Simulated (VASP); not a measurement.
# SiO2 (fluorite type) (Fm-3m) in VASP: notebook

SiO2 (fluorite type) is run at these levels: PBE; tasks: single point.

Everything below comes from runs of VASP 6.6.1. Logs are shortened: lines on timing, memory, paths and dates and some standing lists are left out, and cuts for length are marked.

## 1. The cell of the first run

The structure is cubic, space group Fm-3m (No. 225). Conventional cell: a = 4.520 Å, b = 4.520 Å, c = 4.520 Å, α = 90.00°, β = 90.00°, γ = 90.00°. Within 2.6 Å of Si (site symmetry m-3m) lie 8 O at 1.96 Å. O (site symmetry -43m) has 4 Si at 1.96 Å and 6 O at 2.26 Å within 2.6 Å.

## 2. Single point, PBE

INCAR reads:

```
SYSTEM = SiO2
PREC = Accurate
ENCUT = 600
EDIFF = 1E-6
ISMEAR = -1
SIGMA = 0.06122561905347299
LREAL = .False.
LASPH = .True.
NELM = 120
ALGO = Normal
ISIF = 2
LWAVE = .False.
LCHARG = .False.
GGA = PE
NBANDS = 15
GGA_COMPAT = .False.
```

KPOINTS reads:

```
regular mesh
0
Gamma
  21 21 21
  0 0 0
```

POSCAR reads:

```
SiO2
1.0
    0.0000000000      2.2601587737      2.2601587737
    2.2601587737      0.0000000000      2.2601587737
    2.2601587737      2.2601587737      0.0000000000
Si O
1 2
Direct
    0.0000000000      0.0000000000      0.0000000000
    0.2500000000      0.2500000000      0.2500000000
    0.7500000000      0.7500000000      0.7500000000
```

Potentials or basis: VASP PAW PBE potentials, release 64 (Si, O).

Command:

```sh
> cat potpaw_PBE.64/Si/POTCAR potpaw_PBE.64/O/POTCAR > POTCAR
> mpirun -np 1 vasp_std > vasp.out
```

OUTCAR:

```text
SYSTEM = SiO2
   PREC = Accurate
   ENCUT = 600
   EDIFF = 1E-6
   ISMEAR = -1
   LREAL = .False.
   LASPH = .True.
   NELM = 120
   ISIF = 2
   GGA = PE

 ion  position               nearest neighbor table
   1  0.000  0.000  0.000-   3 1.96   3 1.96   3 1.96   2 1.96   2 1.96   2 1.96   3 1.96   2 1.96

   2  0.250  0.250  0.250-   1 1.96   1 1.96   1 1.96   1 1.96
   3  0.750  0.750  0.750-   1 1.96   1 1.96   1 1.96   1 1.96

  LATTYP: Found a face centered cubic cell.
 ALAT       =     4.5203175474

  Lattice vectors:

 A1 = (   0.0000000000,   2.2601587737,   2.2601587737)
 A2 = (   2.2601587737,   0.0000000000,   2.2601587737)
 A3 = (   2.2601587737,   2.2601587737,   0.0000000000)

Analysis of symmetry for initial positions (statically):
=====================================================================
 Subroutine PRICEL returns:
 Original cell was already a primitive cell.

 Routine SETGRP: Setting up the symmetry group for a
 face centered cubic supercell.

 Subroutine GETGRP returns: Found 48 space group operations
 (whereof 48 operations were pure point group operations)
 out of a pool of 48 trial point group operations.

The static configuration has the point symmetry O_h .

Analysis of symmetry for dynamics (positions and initial velocities):
=====================================================================
 Subroutine PRICEL returns:
 Original cell was already a primitive cell.

 Routine SETGRP: Setting up the symmetry group for a
 face centered cubic supercell.

 Subroutine GETGRP returns: Found 48 space group operations
 (whereof 48 operations were pure point group operations)
 out of a pool of 48 trial point group operations.

The dynamic configuration has the point symmetry O_h .

 Subroutine INISYM returns: Found 48 space group operations
 (whereof 48 operations are pure point group operations),
 and found     1 'primitive' translations

----------------------------------------------------------------------------------------

                                     Primitive cell

  volume of cell :      23.0912

  direct lattice vectors                    reciprocal lattice vectors
     0.000000000  2.260158774  2.260158774    -0.221223396  0.221223396  0.221223396
     2.260158774  0.000000000  2.260158774     0.221223396 -0.221223396  0.221223396
     2.260158774  2.260158774  0.000000000     0.221223396  0.221223396 -0.221223396

  length of vectors
     3.196347191  3.196347191  3.196347191     0.383170162  0.383170162  0.383170162

  position of ions in fractional coordinates (direct lattice)
     0.000000000  0.000000000  0.000000000
     0.250000000  0.250000000  0.250000000
     0.750000000  0.750000000  0.750000000

[... 93 lines left out ...]
   EFERMI_NEDOS =   21; number of points for ismear=-14 and -15
   IALGO  =     38    algorithm
   IMIX   =      4    mixing-type and parameters
     AMIX     =   0.40;   BMIX     =  1.00
     AMIX_MAG =   1.60;   BMIX_MAG =  1.00
  volume/ion in A,a.u.               =       7.70        51.94
  Fermi-wavevector in a.u.,A,eV,Ry     =   1.448658  2.737567 28.553324  2.098610
  Thomas-Fermi vector in A             =   2.566474
   LORBIT       =      0    0 simple, 1 ext, 2 COOP (PROOUT), +10 PAW based schemes
   GGA     = PE    functional components
   LHFCALC =     F    Hartree Fock is set to
   AEXX    =    0.0000 exact exchange contribution
   IVDW    =     0    specifies the selected vdW correction
   LEPSILON=     F    determine dielectric tensor
   LRPA    =     F    only Hartree local field effects (RPA)
 non-spin polarized calculation
  energy-cutoff  :      600.00
  volume of cell :       23.09
 maximum number of plane-waves:       785
 NGX is ok and might be reduce to    28
   NGX = 13   NGY = 13   NGZ = 13

 number of electron      15.9999999 magnetization

 Free energy of the ion-electron system (eV)
  ---------------------------------------------------
  ext. energy  EPLUGINS =         0.00000000
  ---------------------------------------------------
  free energy    TOTEN  =       -19.89891815 eV

  energy without entropy =      -19.89891815  energy(sigma->0) =      -19.89891815

 E-fermi :  10.8331     XC(G=0): -12.4431

 val. band max:        9.7334319159   @ k =  -0.4762   0.4762   0.0000
 cond. band min:      11.8205110992   @ k =   0.4762   0.4762   0.0000
 fundamental gap:      2.0870791833
 Fermi energy:        10.8330962508

 k-point     1 :       0.0000    0.0000    0.0000
  band No.  band energies     occupation
      1     -13.3127      2.00000
      2      -6.3405      2.00000
      3       3.8693      2.00000
      4       3.8693      2.00000
      5       3.8693      2.00000
      6       7.4558      2.00000
      7       7.4558      2.00000
      8       7.4558      2.00000
      9      12.0420      0.00000
     10      15.6999      0.00000
     11      15.6999      0.00000
     12      15.6999      0.00000
     13      22.1761      0.00000
     14      22.1761      0.00000
[... 401 lines left out ...]
      2      -8.9437      2.00000
      3       2.4588      2.00000
      4       4.0434      2.00000
      5       4.5458      2.00000
      6       4.6019      2.00000
      7       5.2332      2.00000
      8       6.2064      2.00000
      9      15.5516      0.00000
     10      18.9036      0.00000
     11      18.9736      0.00000
     12      19.5209      0.00000
     13      23.4298      0.00000
     14      23.9344      0.00000
     15      26.7795      0.00000

 [... further k-points ...]

------------------------ aborting loop because EDIFF is reached ----------------------------------------

  FORCE on cell =-STRESS in cart. coord.  units (eV):
  Direction    XX          YY          ZZ          XY          YZ          ZX
  --------------------------------------------------------------------------------------
  -------------------------------------------------------------------------------------
  Total        1.6773072      1.6773072      1.6773072      0.0000000     -0.0000000      0.0000000
  in kB      116.3794651    116.3794651    116.3794651      0.0000000     -0.0000000      0.0000000
  external PRESSURE =     116.3794651 kB  Pullay stress =       0.0000000 kB

 VOLUME and BASIS-vectors are now :
 -----------------------------------------------------------------------------
  energy-cutoff  :      600.00
  volume of cell :       23.09
      direct lattice vectors                 reciprocal lattice vectors
     0.000000000  2.260158774  2.260158774    -0.221223396  0.221223396  0.221223396
     2.260158774  0.000000000  2.260158774     0.221223396 -0.221223396  0.221223396
     2.260158774  2.260158774  0.000000000     0.221223396  0.221223396 -0.221223396

 POSITION                                       TOTAL-FORCE (eV/Angst)
 -----------------------------------------------------------------------------------
      0.00000      0.00000      0.00000         0.000000      0.000000      0.000000
      1.13008      1.13008      1.13008         0.000000      0.000000     -0.000000
      3.39024      3.39024      3.39024        -0.000000     -0.000000      0.000000
 -----------------------------------------------------------------------------------
    total drift:                                0.000000      0.000000      0.000000

  FREE ENERGIE OF THE ION-ELECTRON SYSTEM (eV)
  ---------------------------------------------------
  free  energy   TOTEN  =       -19.8989181546 eV

  energy  without entropy=      -19.8989181539  energy(sigma->0) =      -19.89891815
```

OSZICAR:

```text
N       E                     dE             d eps       ncg     rms          rms(c)
DAV:   1     0.563187732084E+02    0.56319E+02   -0.95173E+03  8940   0.113E+03
DAV:   2    -0.203759476532E+02   -0.76695E+02   -0.69005E+02 11321   0.233E+02
DAV:   3    -0.226252250354E+02   -0.22493E+01   -0.22423E+01 10260   0.378E+01
DAV:   4    -0.226331916418E+02   -0.79666E-02   -0.79661E-02 10862   0.264E+00
DAV:   5    -0.226332320613E+02   -0.40420E-04   -0.40419E-04 10463   0.182E-01    0.111E+01
DAV:   6    -0.198970896524E+02    0.27361E+01   -0.52712E+00  8965   0.215E+01    0.411E+00
DAV:   7    -0.198991392223E+02   -0.20496E-02   -0.27063E-01 10757   0.428E+00    0.175E+00
DAV:   8    -0.198970084787E+02    0.21307E-02   -0.14291E-02  9098   0.131E+00    0.516E-01
DAV:   9    -0.198986630679E+02   -0.16546E-02   -0.27179E-03  9735   0.518E-01    0.172E-01
DAV:  10    -0.198989278181E+02   -0.26475E-03   -0.56555E-04  9476   0.183E-01    0.314E-02
DAV:  11    -0.198989143666E+02    0.13451E-04   -0.33469E-05 11457   0.514E-02    0.722E-03
DAV:  12    -0.198989180547E+02   -0.36881E-05   -0.49712E-06  9133   0.177E-02    0.267E-03
DAV:  13    -0.198989181546E+02   -0.99875E-07   -0.53140E-08  8700   0.186E-03
   1 F= -.19898918E+02 E0= -.19898918E+02  d E =-.707943E-09
```

Wall time 56 s (1 thread of Intel Xeon 6975P-C (Granite Rapids), shared host); peak memory 0.22 GiB.

What came out:

```
Free energy            : -19.8989 eV
Pressure               : 11.6 GPa
Band gap on the k mesh : 2.09 eV (least direct gap 2.12 eV)
```

Levels at points of the mesh, in eV from the valence-band top:
| k point | band 5 | band 6 | band 7 | band 8 | band 9 | band 10 | band 11 | band 12 |
| --- | --- | --- | --- | --- | --- | --- | --- | --- |
| (0.00, 0.00, 0.00) | -5.86 | -2.28 | -2.28 | -2.28 | 2.31 | 5.97 | 5.97 | 5.97 |

Caveat: the cell stands under pressure; an odd mesh through Γ misses points on the zone boundary, where band edges can lie.

## 3. Single point, PBE

INCAR reads:

```
PREC = Accurate
ENCUT = 600
EDIFF = 1E-6
ISMEAR = -1
SIGMA = 0.06122561905347299
LREAL = F
LASPH = T
NELM = 120
ALGO = Normal
ISIF = 2
LWAVE = F
LCHARG = F
GGA = PE
NBANDS = 15
GGA_COMPAT = F
```

KPOINTS reads:

```
regular mesh
0
Gamma
  21 21 21
```

POSCAR is that of step 2.

Potentials or basis: VASP PAW PBE potentials, release 64 (Si, O).

Command:

```sh
> cat potpaw_PBE.64/Si/POTCAR potpaw_PBE.64/O/POTCAR > POTCAR
> mpirun -np 1 vasp_std > vasp.out
```

It took 54 s on 1 thread of Intel Xeon 6975P-C (Granite Rapids), shared host; peak memory 0.22 GiB.

The run converged. Its results:

```
Free energy            : -19.8989 eV
Pressure               : 11.6 GPa
Band gap on the k mesh : 2.09 eV (least direct gap 2.12 eV)
```

Levels at points of the mesh, in eV from the valence-band top:
| k point | band 4 | band 5 | band 6 | band 7 | band 8 | band 9 | band 10 | band 11 | band 12 | band 13 |
| --- | --- | --- | --- | --- | --- | --- | --- | --- | --- | --- |
| (0.00, 0.00, 0.00) | -5.86 | -5.86 | -2.28 | -2.28 | -2.28 | 2.31 | 5.97 | 5.97 | 5.97 | 12.44 |

Caveat: the cell stands under pressure; an odd mesh through Γ misses points on the zone boundary, where band edges can lie.
